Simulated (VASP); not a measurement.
# TiC (I4/mmm) in VASP: further runs, part 2 of 2

VASP 6.6.1. Earlier steps stand in the parts before.

## Step 3: Single point, PBEsol

INCAR

```
PREC = Accurate
ENCUT = 520
EDIFF = 1E-6
ISMEAR = 0
SIGMA = 0.15
LREAL = False
LASPH = True
NELM = 80
ALGO = Normal
ISIF = 2
LWAVE = False
LCHARG = False
GGA = PS
NBANDS = 15
```

KPOINTS

```
regular mesh
0
Gamma
  20 20 20
```

POSCAR

```
TiC
1.0
    0.0000000000      2.1290906697      2.2355452032
    2.1290906697      0.0000000000      2.2355452032
    2.1290906697      2.1290906697      0.0000000000
Ti C
1 1
Direct
    0.0000000000      0.0000000000      0.0000000000
    0.5000000000      0.5000000000      0.5000000000
```

Potentials or basis: VASP PAW PBE potentials, release 64 (Ti_sv, C).

Launch:

```bash
cat potpaw_PBE.64/Ti_sv/POTCAR potpaw_PBE.64/C/POTCAR > POTCAR
mpirun -np 1 vasp_std > vasp.out
```

OUTCAR:

```text
PREC = Accurate
   ENCUT = 520
   EDIFF = 1E-6
   ISMEAR = 0
   LREAL = False
   LASPH = True
   NELM = 80
   ISIF = 2
   GGA = PS

 ion  position               nearest neighbor table
   1  0.000  0.000  0.000-   2 2.13   2 2.13   2 2.13   2 2.13   2 2.24   2 2.24
   2  0.500  0.500  0.500-   1 2.13   1 2.13   1 2.13   1 2.13   1 2.24   1 2.24

  LATTYP: Found a body centered tetragonal cell.
 ALAT       =     3.0109889006
 C/A-ratio  =     1.4849242405

  Lattice vectors:

 A1 = (  -2.1290906697,   0.0000000000,   2.2355452032)
 A2 = (   2.1290906697,   0.0000000000,   2.2355452032)
 A3 = (   0.0000000000,   2.1290906697,  -2.2355452032)

Analysis of symmetry for initial positions (statically):
=====================================================================
 Subroutine PRICEL returns:
 Original cell was already a primitive cell.

 Routine SETGRP: Setting up the symmetry group for a
 body centered tetragonal supercell.

 Subroutine GETGRP returns: Found 16 space group operations
 (whereof 16 operations were pure point group operations)
 out of a pool of 16 trial point group operations.

The static configuration has the point symmetry D_4h.

Analysis of symmetry for dynamics (positions and initial velocities):
=====================================================================
 Subroutine PRICEL returns:
 Original cell was already a primitive cell.

 Routine SETGRP: Setting up the symmetry group for a
 body centered tetragonal supercell.

 Subroutine GETGRP returns: Found 16 space group operations
 (whereof 16 operations were pure point group operations)
 out of a pool of 16 trial point group operations.

The dynamic configuration has the point symmetry D_4h.

 Subroutine INISYM returns: Found 16 space group operations
 (whereof 16 operations are pure point group operations),
 and found     1 'primitive' translations

----------------------------------------------------------------------------------------

                                     Primitive cell

[... 114 lines left out ...]
   LORBIT       =      0    0 simple, 1 ext, 2 COOP (PROOUT), +10 PAW based schemes
   GGA     = PS    functional components
   LHFCALC =     F    Hartree Fock is set to
   AEXX    =    0.0000 exact exchange contribution
   IVDW    =     0    specifies the selected vdW correction
   LEPSILON=     F    determine dielectric tensor
   LRPA    =     F    only Hartree local field effects (RPA)
 non-spin polarized calculation
 Gauss-broadening in eV      SIGMA  =   0.15
  energy-cutoff  :      520.00
  volume of cell :       20.27
 maximum number of plane-waves:       560
   NGX = 11   NGY = 11   NGZ = 11

 number of electron      16.0000001 magnetization

 Free energy of the ion-electron system (eV)
  ---------------------------------------------------
  ext. energy  EPLUGINS =         0.00000000
  ---------------------------------------------------
  free energy    TOTEN  =       -19.75850605 eV

  energy without entropy =      -19.75530326  energy(sigma->0) =      -19.75690465

 E-fermi :   9.3348     XC(G=0): -12.8679

 val. band max:        9.3343925654   @ k =  -0.0500   0.3000   0.2500
 cond. band min:       9.3412374267   @ k =   0.1500   0.1000   0.0500
 fundamental gap:      0.0068448613
 Fermi energy:         9.3348049126

 k-point     1 :       0.0000    0.0000    0.0000
  band No.  band energies     occupation
      1     -46.9839      2.00000
      2     -23.1605      2.00000
      3     -23.0857      2.00000
      4     -23.0857      2.00000
      5      -3.0502      2.00000
      6       9.7595      0.00006
      7      10.1269      0.00000
      8      10.1269      0.00000
      9      10.8239      0.00000
     10      10.9162      0.00000
     11      11.0986      0.00000
     12      11.0986      0.00000
     13      11.2474      0.00000
     14      19.9006      0.00000
[... 401 lines left out ...]
      2     -23.5419      2.00000
      3     -23.2089      2.00000
      4     -23.1064      2.00000
      5      -0.4252      2.00000
      6       4.6507      2.00000
      7       6.7189      2.00000
      8       6.7299      2.00000
      9      11.6828      0.00000
     10      11.9908      0.00000
     11      12.9944      0.00000
     12      15.9921      0.00000
     13      17.4825      0.00000
     14      18.8878      0.00000
     15      24.3859      0.00000

 [... further k-points ...]
[... 5 lines left out ...]
  --------------------------------------------------------------------------------------
  -------------------------------------------------------------------------------------
  Total        0.1391692      0.1391692     -2.0887446      0.0000000      0.0000000      0.0000000
  in kB       11.0014978     11.0014978   -165.1178991      0.0000000      0.0000000      0.0000000
  external PRESSURE =     -47.7049678 kB  Pullay stress =       0.0000000 kB

 VOLUME and BASIS-vectors are now :
 -----------------------------------------------------------------------------
  energy-cutoff  :      520.00
  volume of cell :       20.27
      direct lattice vectors                 reciprocal lattice vectors
     0.000000000  2.129090670  2.235545203    -0.234842042  0.234842042  0.223659087
     2.129090670  0.000000000  2.235545203     0.234842042 -0.234842042  0.223659087
     2.129090670  2.129090670  0.000000000     0.234842042  0.234842042 -0.223659087

 POSITION                                       TOTAL-FORCE (eV/Angst)
 -----------------------------------------------------------------------------------
      0.00000      0.00000      0.00000         0.000000      0.000000      0.000000
      2.12909      2.12909      2.23555        -0.000000     -0.000000     -0.000000
 -----------------------------------------------------------------------------------
    total drift:                                0.000000     -0.000000     -0.000000

  FREE ENERGIE OF THE ION-ELECTRON SYSTEM (eV)
  ---------------------------------------------------
  free  energy   TOTEN  =       -19.7585060456 eV

  energy  without entropy=      -19.7553032567  energy(sigma->0) =      -19.75690465
```

OSZICAR:

```text
N       E                     dE             d eps       ncg     rms          rms(c)
DAV:   1     0.116204887520E+03    0.11620E+03   -0.79677E+03 19298   0.128E+03
DAV:   2    -0.176244264560E+02   -0.13383E+03   -0.12524E+03 20637   0.334E+02
DAV:   3    -0.249339200043E+02   -0.73095E+01   -0.71874E+01 25164   0.768E+01
DAV:   4    -0.251689189967E+02   -0.23500E+00   -0.23480E+00 23947   0.126E+01
DAV:   5    -0.251745695602E+02   -0.56506E-02   -0.56490E-02 25312   0.173E+00    0.185E+01
DAV:   6    -0.203457024199E+02    0.48289E+01   -0.11231E+01 27266   0.560E+01    0.669E+00
DAV:   7    -0.198022220320E+02    0.54348E+00   -0.19529E+00 22637   0.197E+01    0.502E+00
DAV:   8    -0.197675701480E+02    0.34652E-01   -0.11599E-01 22517   0.395E+00    0.295E+00
DAV:   9    -0.197624932354E+02    0.50769E-02   -0.84985E-02 25143   0.359E+00    0.831E-01
DAV:  10    -0.197602391376E+02    0.22541E-02   -0.10196E-02 25884   0.146E+00    0.602E-01
DAV:  11    -0.197585418130E+02    0.16973E-02   -0.33701E-03 22487   0.808E-01    0.870E-02
DAV:  12    -0.197585105051E+02    0.31308E-04   -0.25742E-04 21617   0.165E-01    0.344E-02
DAV:  13    -0.197585061456E+02    0.43595E-05   -0.13227E-05 24774   0.312E-02    0.523E-03
DAV:  14    -0.197585060456E+02    0.99947E-07   -0.30440E-07 14345   0.585E-03
   1 F= -.19758506E+02 E0= -.19756905E+02  d E =-.320279E-02
```

Run time: 2 min. Hardware: 1 thread of Intel Xeon Platinum 8375C at 2.90GHz (Ice Lake), shared host; peak memory 0.31 GiB.

What came out:

| Property | Result |
| --- | --- |
| Free energy | -19.7585 eV |
| Pressure | -4.8 GPa |
| Band gap on the k mesh | zero (band 8 reaches 10.13 eV, above the bottom of band 9 at 8.77 eV) |

Stress tensor (GPa, compression positive):
```
  1.10   0.00   0.00
  0.00   1.10   0.00
  0.00   0.00 -16.51
```

Caveat: the PAW data sets were made with another functional, which shifts forces and pressure a little.
